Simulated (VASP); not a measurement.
H: single point with PBE

Crystal: H.

```xyz
4
Lattice="1.7555 -2.8208 0.0000 1.7555 2.8208 0.0000 0.0000 0.0000 6.7093" Properties=species:S:1:pos:R:3 pbc="T T T"
H     1.7555   -0.3077    6.4945
H     1.7555    0.3077    0.2148
H     1.7555    0.3077    3.1398
H     1.7555   -0.3077    3.5695
```

This cell differs from its parent crystal: volume scaled by 0.97, then relaxed in part.

- Program: VASP 6.6.1
- Task: single point
- Functional: PBE
- Potentials or basis: VASP PAW PBE potentials, release 64 (H)
- Cutoff: 520 eV
- k mesh: 8 × 8 × 4
- Occupations: gaussian, width 0.02 eV
- Spin: no spin polarisation

* Pressure: -0.1 GPa
* Largest force: 0.011 eV/Å
* Band gap on the k mesh: 8.76 eV, indirect (least direct gap 8.91 eV)

Forces on the atoms (eV/Å):
```
H    0.000  0.009  0.006
H    0.000 -0.009 -0.006
H    0.000 -0.009  0.006
H    0.000  0.009 -0.006
```

Levels at points of the mesh, in eV from the valence-band top:
```csv
k point,band 1,band 2,band 3,band 4,band 5,band 6,band 7
"(0.00, 0.00, 0.00)",-1.44,-0.87,8.76,11.68,15.23,15.81,17.17
"(0.50, 0.00, 0.00)",-0.61,-0.20,9.41,11.61,11.87,14.35,15.26
"(0.50, 0.50, 0.00)",-0.38,0.00,8.91,10.81,12.79,14.54,14.99
"(0.00, 0.00, 0.50)",-1.17,-1.17,10.09,10.09,15.29,15.29,17.99
"(0.50, 0.00, 0.50)",-0.41,-0.41,10.19,10.19,13.20,13.20,16.53
"(0.50, 0.50, 0.50)",-0.20,-0.20,9.64,9.64,13.95,13.95,17.14
```

Wall time 34 s on 1 thread of AMD EPYC 7R43 64-Core Processor (Zen 3), on a shared host, peak memory 0.15 GiB.

 A k mesh can miss the band edges.
